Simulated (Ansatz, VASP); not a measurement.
**One calculation of TlBr, two programs**

```xyz
2
Lattice="3.6524 0.0000 0.0000 0.0000 3.6524 0.0000 0.0000 0.0000 3.6524" Properties=species:S:1:pos:R:3 pbc="T T T"
Tl    0.0000    0.0000    0.0000
Br    1.8262    1.8262    1.8262
```

Change from the starting cell: strain -0.080 along x and y, -0.080 along z, atoms carried along.

Alike in both runs: task single point; functional r2SCAN; k mesh 8 × 8 × 8; occupations gaussian, width 0.05 eV; no spin polarisation.

```csv
,VASP,Ansatz
version,VASP 6.6.1,Ansatz 0.2.0
potentials or method,"VASP PAW PBE potentials, release 64 (Tl_d, Br), cutoff 550 eV","scalar-relativistic, plane waves, PAW"
valence electrons in the cell,20,20
```

```csv
,VASP,Ansatz,Ansatz less VASP
gap on the k mesh at the Fermi level (eV),1.07,1.06,-0.014
least direct gap on the mesh (eV),1.49,1.48,-0.008
pressure (GPa),13.1,13.1,+0.01
```

VASP's potentials were made for PBE, not for r2SCAN.

Spin-orbit coupling is off throughout.
